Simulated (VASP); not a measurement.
A run of VASP 6.6.1:

POSCAR

```
GaN
1.0
    0.0000000000      2.3049376437      2.3049376437
    2.3049376437      0.0000000000      2.3049376437
    2.3049376437      2.3049376437      0.0000000000
Ga N
1 1
Direct
    0.0000000000      0.0000000000      0.0000000000
    0.2500000000      0.2500000000      0.2500000000
```

File INCAR.step1:

```
PREC = Accurate
ENCUT = 520
EDIFF = 1E-5
ISMEAR = -1
SIGMA = 0.05
LREAL = F
LASPH = T
NELM = 80
ALGO = Normal
ISIF = 2
LWAVE = T
GGA = PE
NBANDS = 16
```

The input INCAR.step2:

```
PREC = Accurate
ENCUT = 520
EDIFF = 1E-7
ISMEAR = -1
SIGMA = 0.05
LREAL = F
LASPH = T
NELM = 80
ALGO = Normal
ISIF = 2
LWAVE = F
LCHARG = T
GGA = PE
LHFCALC = T
HFSCREEN = 0.2079
PRECFOCK = Normal
LELF = T
LVHAR = T
ISTART = 1
NBANDS = 16
```

File KPOINTS:

```
Automatic mesh
0
Gamma
  4 4 4
```

Potentials or basis: VASP PAW PBE potentials, release 64 (Ga_d, N).

Command:

```sh
$ cat potpaw_PBE.64/Ga_d/POTCAR potpaw_PBE.64/N/POTCAR > POTCAR
$ cp INCAR.step1 INCAR
$ mpirun -np 1 vasp_std > vasp.out
$ cp INCAR.step2 INCAR
$ mpirun -np 1 vasp_std > vasp.out
```

Hardware: 1 thread of Intel Xeon 6975P-C (shared host).

Problem. Estimate the wall time of this run.

Solution. Wall time 4.8 min on 1 thread of Intel Xeon 6975P-C (shared host), peak memory 0.25 GiB. Counts: k points 8.
